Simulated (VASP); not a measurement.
# Ge (I4_1/amd) in VASP: single point with PBE

Aim: the single point of Ge with PBE.

Everything below comes from runs of VASP 6.6.1. Logs are shortened: lines on timing, memory, paths and dates and some standing lists are left out, and cuts for length are marked.

**1. The cell of the first run**

Symmetry: I4_1/amd, No. 141, tetragonal system. The conventional cell has a = 3.961 Å, b = 3.961 Å, c = 5.771 Å, α = 90.00°, β = 90.00°, γ = 90.00°. Ge (site symmetry -4m2) has 4 Ge at 2.45 Å within 3.2 Å.

**2. Single point, PBE (z stretched by +2 % at fixed volume)**

INCAR reads:

```
SYSTEM = Ge
PREC     = Accurate       ! precision mode
ENCUT    = 520            ! plane-wave cutoff, eV
EDIFF    = 1E-7           ! SCF threshold, eV
ISMEAR   = -1             ! smearing method
SIGMA    = 0.05           ! smearing width, eV
LREAL    = .FALSE.        ! projectors in reciprocal space
LASPH    = .TRUE.         ! aspherical terms in the spheres
NELM     = 60             ! most SCF steps
ALGO     = Normal         ! electronic algorithm
ISIF     = 2              ! what is computed and relaxed
LWAVE    = .FALSE.        ! write WAVECAR
LCHARG   = .FALSE.        ! write CHGCAR
GGA      = PE             ! functional
NBANDS   = 21             ! bands
```

KPOINTS reads:

```
Automatic mesh
0
G
  11 11 11
  0 0 0
```

POSCAR reads:

```
Ge
1.0
    0.0000000000      2.8008996652      2.8853454000
    2.8008996652      0.0000000000      2.8853454000
    2.8008996652      2.8008996652      0.0000000000
Ge
2
Direct
    0.5000000000      0.5000000000      0.5000000000
    0.7500000000      0.7500000000      0.7500000000
```

Potentials or basis: VASP PAW PBE potentials, release 64 (Ge_d).

Command:

```sh
$ cat potpaw_PBE.64/Ge_d/POTCAR > POTCAR
$ mpirun -np 1 vasp_std > vasp.out
```

OUTCAR:

```text
SYSTEM = Ge
   PREC = Accurate
   ENCUT = 520
   EDIFF = 1E-7
   ISMEAR = -1
   LREAL = .FALSE.
   LASPH = .TRUE.
   NELM = 60
   ISIF = 2
   GGA = PE

 ion  position               nearest neighbor table
   1  0.500  0.500  0.500-   2 2.45   2 2.45   2 2.45   2 2.45
   2  0.750  0.750  0.750-   1 2.45   1 2.45   1 2.45   1 2.45

  LATTYP: Found a body centered tetragonal cell.
 ALAT       =     3.9610702934
 C/A-ratio  =     1.4568513994

  Lattice vectors:

 A1 = (  -2.8008996652,   0.0000000000,   2.8853454000)
 A2 = (   2.8008996652,   0.0000000000,   2.8853454000)
 A3 = (   0.0000000000,   2.8008996652,  -2.8853454000)

Analysis of symmetry for initial positions (statically):
=====================================================================
 Subroutine PRICEL returns:
 Original cell was already a primitive cell.

 Routine SETGRP: Setting up the symmetry group for a
 body centered tetragonal supercell.

 Subroutine GETGRP returns: Found 16 space group operations
 (whereof  8 operations were pure point group operations)
 out of a pool of 16 trial point group operations.

The static configuration has the point symmetry D_2d.
 The point group associated with its full space group is D_4h.

Analysis of symmetry for dynamics (positions and initial velocities):
=====================================================================
 Subroutine PRICEL returns:
 Original cell was already a primitive cell.

 Routine SETGRP: Setting up the symmetry group for a
 body centered tetragonal supercell.

 Subroutine GETGRP returns: Found 16 space group operations
 (whereof  8 operations were pure point group operations)
 out of a pool of 16 trial point group operations.

The dynamic configuration has the point symmetry D_2d.
 The point group associated with its full space group is D_4h.

 Subroutine INISYM returns: Found 16 space group operations
 (whereof  8 operations are pure point group operations),
 and found     1 'primitive' translations

----------------------------------------------------------------------------------------

                                     Primitive cell

  volume of cell :      45.2713

  direct lattice vectors                    reciprocal lattice vectors
     0.000000000  2.800899665  2.885345400    -0.178514070  0.178514070  0.173289479
     2.800899665  0.000000000  2.885345400     0.178514070 -0.178514070  0.173289479
     2.800899665  2.800899665  0.000000000     0.178514070  0.178514070 -0.173289479

  length of vectors
     4.021225810  4.021225810  3.961070293     0.306208736  0.306208736  0.306208736

  position of ions in fractional coordinates (direct lattice)
     0.500000000  0.500000000  0.500000000
     0.750000000  0.750000000  0.750000000

  ion indices of the primitive-cell ions
   primitive index   ion index
                 1           1
                 2           2

----------------------------------------------------------------------------------------

 KPOINTS: Automatic mesh

Automatic generation of k-mesh.
 Grid dimensions read from file:
 generate k-points for:   11   11   11

 Generating k-lattice:

  Cartesian coordinates                     Fractional coordinates (reciprocal lattice)
    -0.016228552  0.016228552  0.015753589     0.090909091  0.000000000  0.000000000
     0.016228552 -0.016228552  0.015753589     0.000000000  0.090909091  0.000000000
     0.016228552  0.016228552 -0.015753589     0.000000000  0.000000000  0.090909091

  Length of vectors
     0.027837158  0.027837158  0.027837158

  Shift w.r.t. Gamma in fractional coordinates (k-lattice)
     0.000000000  0.000000000  0.000000000

 Subroutine IBZKPT returns following result:
 ===========================================

 Found    126 irreducible k-points:

 Following reciprocal coordinates:
            Coordinates               Weight
  0.000000  0.000000  0.000000      1.000000
  0.090909  0.000000  0.000000      8.000000
  0.181818  0.000000  0.000000      8.000000
  0.272727 -0.000000  0.000000      8.000000
  0.363636 -0.000000  0.000000      8.000000
  0.454545 -0.000000  0.000000      8.000000
[... 16 lines left out ...]
 -0.272727  0.181818  0.000000      8.000000
 -0.181818  0.181818  0.000000      4.000000
 [... further k-points ...]
   k-points           NKPTS =    126   k-points in BZ     NKDIM =    126   number of bands    NBANDS=     21
   number of dos      NEDOS =    301   number of ions     NIONS =      2
   total plane-waves  NPLWV =  27000
   dimension x,y,z NGX =    30 NGY =   30 NGZ =   30
   dimension x,y,z NGXF=    60 NGYF=   60 NGZF=   60
   ions per type =               2
   NGX,Y,Z   is equivalent  to a cutoff of  12.40, 12.40, 12.59 a.u.
   NGXF,Y,Z  is equivalent  to a cutoff of  24.81, 24.81, 25.18 a.u.
 SYSTEM =  Ge
   PREC   = accura    normal or accurate (medium, high low for compatibility)
   ISTART =      0    job   : 0-new  1-cont  2-samecut
   ICHARG =      2    charge: 1-file 2-atom 10-const
   ISPIN  =      1    spin polarized calculation?
   LNONCOLLINEAR =      F non collinear calculations
   LSORBIT =      F    spin-orbit coupling
   LASPH  =      T    aspherical Exc in radial PAW
   ENCUT  =  520.0 eV  38.22 Ry    6.18 a.u.   7.48  7.48  7.36*2*pi/ulx,y,z
   NELM   =     60;   NELMIN=  2; NELMDL= -5     # of ELM steps
   EDIFF  = 0.1E-06   stopping-criterion for ELM
   LREAL  =      F    real-space projection
   EDIFFG = 0.1E-05   stopping-criterion for IOM
   NSW    =      0    number of steps for IOM
   IBRION =     -1    ionic relax: 0-MD 1-quasi-New 2-CG
   NFREE  =      0    steps in history (QN), initial steepest desc. (CG)
   ISIF   =      2    stress and relaxation
   ISYM   =      2    0-nonsym 1-usesym 2-fastsym
   POTIM  = 0.5000    time-step for ionic-motion
   TEBEG  =    0.0;   TEEND  =   0.0 temperature during run
   PSTRESS=    0.0 pullay stress
   NELECT =      28.0000    total number of electrons
   NUPDOWN=      -1.0000    fix difference up-down
   EMIN   =  10.00;   EMAX   =-10.00  energy-range for DOS
   EFERMI =   0.00;   METHOD = LEGACY
   ISMEAR =    -1;   SIGMA  =   0.05  broadening in eV -4-tet -1-fermi 0-gaus
   EFERMI_NEDOS =   21; number of points for ismear=-14 and -15
   IALGO  =     38    algorithm
   IMIX   =      4    mixing-type and parameters
     AMIX     =   0.40;   BMIX     =  1.00
     AMIX_MAG =   1.60;   BMIX_MAG =  1.00
  volume/ion in A,a.u.               =      22.64       152.75
  Fermi-wavevector in a.u.,A,eV,Ry     =   1.394825  2.635838 26.470653  1.945538
  Thomas-Fermi vector in A             =   2.518337
   LORBIT       =      0    0 simple, 1 ext, 2 COOP (PROOUT), +10 PAW based schemes
   GGA     = PE    functional components
   LHFCALC =     F    Hartree Fock is set to
   AEXX    =    0.0000 exact exchange contribution
   IVDW    =     0    specifies the selected vdW correction
   LEPSILON=     F    determine dielectric tensor
   LRPA    =     F    only Hartree local field effects (RPA)
 non-spin polarized calculation
  energy-cutoff  :      520.00
  volume of cell :       45.27
 maximum number of plane-waves:      1247
 NGX is ok and might be reduce to    30
   NGX = 15   NGY = 15   NGZ = 15

 number of electron      28.0000032 magnetization

 Free energy of the ion-electron system (eV)
  ---------------------------------------------------
  ext. energy  EPLUGINS =         0.00000000
  ---------------------------------------------------
  free energy    TOTEN  =        -9.00201655 eV

  energy without entropy =       -9.00152653  energy(sigma->0) =       -9.00177154

 E-fermi :   5.0640     XC(G=0):  -9.9266

 val. band max:        5.0210565142   @ k =   0.0000   0.0000   0.0000
 cond. band min:       5.0734790560   @ k =   0.0000   0.0000   0.0000
 fundamental gap:      0.0524225418
 Fermi energy:         5.0639800374

 k-point     1 :       0.0000    0.0000    0.0000
  band No.  band energies     occupation
      1     -19.8235      2.00000
      2     -19.8235      2.00000
      3     -19.8165      2.00000
      4     -19.7862      2.00000
      5     -19.7837      2.00000
      6     -19.5831      2.00000
[... 13 lines left out ...]
     20      14.1546      0.00000
     21      14.7788      0.00000

 k-point     2 :       0.0909    0.0000    0.0000
  band No.  band energies     occupation
      1     -19.8284      2.00000
      2     -19.8251      2.00000
      3     -19.8187      2.00000
      4     -19.7790      2.00000
      5     -19.7773      2.00000
      6     -19.5873      2.00000
[... 13 lines left out ...]
     20      13.5774      0.00000
     21      14.0810      0.00000

 k-point     3 :       0.1818    0.0000    0.0000
  band No.  band energies     occupation
      1     -19.8369      2.00000
      2     -19.8318      2.00000
      3     -19.8163      2.00000
      4     -19.7656      2.00000
      5     -19.7648      2.00000
      6     -19.5956      2.00000
[... 13 lines left out ...]
     20      13.1938      0.00000
     21      13.4538      0.00000

 k-point     4 :       0.2727   -0.0000    0.0000
  band No.  band energies     occupation
      1     -19.8437      2.00000
      2     -19.8374      2.00000
      3     -19.8117      2.00000
      4     -19.7537      2.00000
      5     -19.7537      2.00000
      6     -19.6040      2.00000
[... 13 lines left out ...]
     20      13.4566      0.00000
     21      13.4913      0.00000

 k-point     5 :       0.3636   -0.0000    0.0000
  band No.  band energies     occupation
      1     -19.8477      2.00000
      2     -19.8403      2.00000
      3     -19.8072      2.00000
      4     -19.7466      2.00000
      5     -19.7460      2.00000
      6     -19.6095      2.00000
[... 13 lines left out ...]
     20      14.3015      0.00000
     21      14.4428      0.00000

 k-point     6 :       0.4545   -0.0000    0.0000
  band No.  band energies     occupation
      1     -19.8494      2.00000
      2     -19.8413      2.00000
      3     -19.8045      2.00000
      4     -19.7437      2.00000
      5     -19.7427      2.00000
      6     -19.6117      2.00000
[... 13 lines left out ...]
     20      15.6307      0.00000
     21      15.9244      0.00000

 k-point     7 :       0.0909    0.0909    0.0000
  band No.  band energies     occupation
      1     -19.8269      2.00000
      2     -19.8269      2.00000
      3     -19.8244      2.00000
      4     -19.7791      2.00000
      5     -19.7698      2.00000
      6     -19.6029      2.00000
[... 13 lines left out ...]
     20      12.6486      0.00000
     21      14.9136      0.00000
[... 291 lines left out ...]
      1     -19.8611      2.00000
      2     -19.8521      2.00000
      3     -19.7965      2.00000
      4     -19.7328      2.00000
      5     -19.7087      2.00000
      6     -19.6628      2.00000
[... 13 lines left out ...]
     20      15.8008      0.00000
     21      16.5381      0.00000

 k-point    21 :      -0.4545    0.1818    0.0000
  band No.  band energies     occupation
      1     -19.8627      2.00000
      2     -19.8554      2.00000
      3     -19.7855      2.00000
      4     -19.7239      2.00000
      5     -19.7163      2.00000
      6     -19.6515      2.00000
[... 13 lines left out ...]
     20      15.3540      0.00000
     21      15.5233      0.00000

 k-point    22 :      -0.3636    0.1818    0.0000
  band No.  band energies     occupation
      1     -19.8596      2.00000
      2     -19.8569      2.00000
      3     -19.7813      2.00000
      4     -19.7304      2.00000
      5     -19.7193      2.00000
      6     -19.6363      2.00000
[... 13 lines left out ...]
     20      13.9021      0.00000
     21      15.6593      0.00000

 k-point    23 :      -0.2727    0.1818    0.0000
  band No.  band energies     occupation
      1     -19.8559      2.00000
      2     -19.8520      2.00000
      3     -19.7859      2.00000
      4     -19.7459      2.00000
      5     -19.7231      2.00000
      6     -19.6353      2.00000
[... 13 lines left out ...]
     20      14.5370      0.00000
     21      16.4618      0.00000

 k-point    24 :      -0.1818    0.1818    0.0000
  band No.  band energies     occupation
      1     -19.8517      2.00000
      2     -19.8413      2.00000
      3     -19.7983      2.00000
      4     -19.7576      2.00000
      5     -19.7354      2.00000
      6     -19.6253      2.00000
[... 13 lines left out ...]
     20      14.5185      0.00000
     21      14.9921      0.00000

 [... further k-points ...]

------------------------ aborting loop because EDIFF is reached ----------------------------------------

  FORCE on cell =-STRESS in cart. coord.  units (eV):
  Direction    XX          YY          ZZ          XY          YZ          ZX
  --------------------------------------------------------------------------------------
  -------------------------------------------------------------------------------------
  Total        1.2170720      1.2170720      0.5935197      0.0000000     -0.0000000      0.0000000
  in kB       43.0728841     43.0728841     21.0050050      0.0000000     -0.0000000      0.0000000
  external PRESSURE =      35.7169244 kB  Pullay stress =       0.0000000 kB

 VOLUME and BASIS-vectors are now :
 -----------------------------------------------------------------------------
  energy-cutoff  :      520.00
  volume of cell :       45.27
      direct lattice vectors                 reciprocal lattice vectors
     0.000000000  2.800899665  2.885345400    -0.178514070  0.178514070  0.173289479
     2.800899665  0.000000000  2.885345400     0.178514070 -0.178514070  0.173289479
     2.800899665  2.800899665  0.000000000     0.178514070  0.178514070 -0.173289479

 POSITION                                       TOTAL-FORCE (eV/Angst)
 -----------------------------------------------------------------------------------
      2.80090      2.80090      2.88535        -0.000000     -0.000000      0.000000
      4.20135      4.20135      4.32802         0.000000      0.000000     -0.000000
 -----------------------------------------------------------------------------------
    total drift:                                0.000000     -0.000000     -0.000000

  FREE ENERGIE OF THE ION-ELECTRON SYSTEM (eV)
  ---------------------------------------------------
  free  energy   TOTEN  =        -9.0020165459 eV

  energy  without entropy=       -9.0015265301  energy(sigma->0) =       -9.00177154
```

It took 1.7 min on 1 thread of Intel Xeon Platinum 8259CL at 2.50GHz (Skylake/Cascade Lake), shared host; peak memory 0.23 GiB.

What came out:

| Property | Result |
| --- | --- |
| Free energy | -9.0020 eV |
| Pressure | 3.6 GPa |
| Band gap on the k mesh | zero (filled and empty bands touch) |
